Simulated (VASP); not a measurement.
Write the native input for VASP 6.6.1 that does the following.

```yaml
Task: single point
Functional: PBE
Potentials_or_basis: VASP PAW PBE potentials, release 64 (Ag)
Cutoff: 520 eV
k_mesh: 18 × 18 × 12
Occupations: gaussian, width 0.1 eV
Spin: no spin polarisation
Dipole_correction: no
Further_INCAR_settings: ALGO = Fast; EDIFF = 1e-07; NBANDS = 18
```

The structure of Ag lies in POSCAR:

```
Ag
1.0
    1.9804304028      1.9804304028      0.0000000000
   -1.9804304028      1.9804304028      0.0000000000
    0.0000000000      0.0000000000      4.2594806779
Ag
2
Direct
    0.0000000000      0.0000000000      0.0000000000
    0.5000000000      0.5000000000      0.5000000000
```

This cell differs from its parent crystal: biaxial strain in the a-b plane: -4.5 %.

The input as run:

INCAR

```
SYSTEM = Ag
  ALGO = Fast
  EDIFF = 1E-7
  ENCUT = 520
  GGA = PE
  ISIF = 2
  ISMEAR = 0
  LASPH = .TRUE.
  LCHARG = .FALSE.
  LREAL = .FALSE.
  LWAVE = .FALSE.
  NBANDS = 18
  NELM = 60
  PREC = Accurate
  SIGMA = 0.1
```

KPOINTS

```
k-points
0
G
  18 18 12
  0 0 0
```

Potentials or basis: VASP PAW PBE potentials, release 64 (Ag).

The run is started by

```bash
$ cat potpaw_PBE.64/Ag/POTCAR > POTCAR
$ mpirun -np 1 vasp_std > vasp.out
```

Results of the run:

```
Pressure               : 7.3 GPa
Band gap on the k mesh : zero (band 11 reaches 14.77 eV, above the bottom of band 12 at 5.43 eV)
```

Caveat: the cell differs from its parent crystal (biaxial strain in the a-b plane: -4.5 %).

Run time: 2.1 min on 1 thread of Intel(R) Xeon(R) Platinum 8175M CPU @ 2.50GHz (Skylake/Cascade Lake), on a shared host, peak memory 0.3 GiB.
